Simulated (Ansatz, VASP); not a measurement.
Two plane-wave programs on ZrSi7

```xyz
8
Lattice="5.6504 0.0000 0.0000 0.0000 5.6504 0.0000 0.0000 0.0000 5.6504" Properties=species:S:1:pos:R:3 pbc="T T T"
Zr    0.0000    0.0000    0.0000
Si    1.5025    1.5025    1.5025
Si    0.0000    2.8252    2.8252
Si    2.8252    2.8252    0.0000
Si    2.8252    0.0000    2.8252
Si    4.1479    1.5025    4.1479
Si    4.1479    4.1479    1.5025
Si    1.5025    4.1479    4.1479
```

Alike in both runs: functional PBE; k mesh 4 × 4 × 4; occupations gaussian, width 0.1 eV; no spin polarisation.

Ansatz relaxed the structure, and its values are those at the end. VASP's run is a single point on that final structure, the one shown.

|  | VASP | Ansatz |
| --- | --- | --- |
| version | VASP 6.6.1 | Ansatz 0.2.0 |
| potentials or method | VASP PAW PBE potentials, release 64 (Zr_sv, Si), cutoff 520 eV | scalar-relativistic, plane waves, PAW |
| valence electrons in the cell | 40 | 40 |

|  | VASP | Ansatz | Ansatz less VASP |
| --- | --- | --- | --- |
| gap on the k mesh at the Fermi level (eV) | none | none | - |
| pressure (GPa) | -0.1 | 0.0 | +0.05 |

A gap of «none» marks a metal or a gap that the smearing closes.
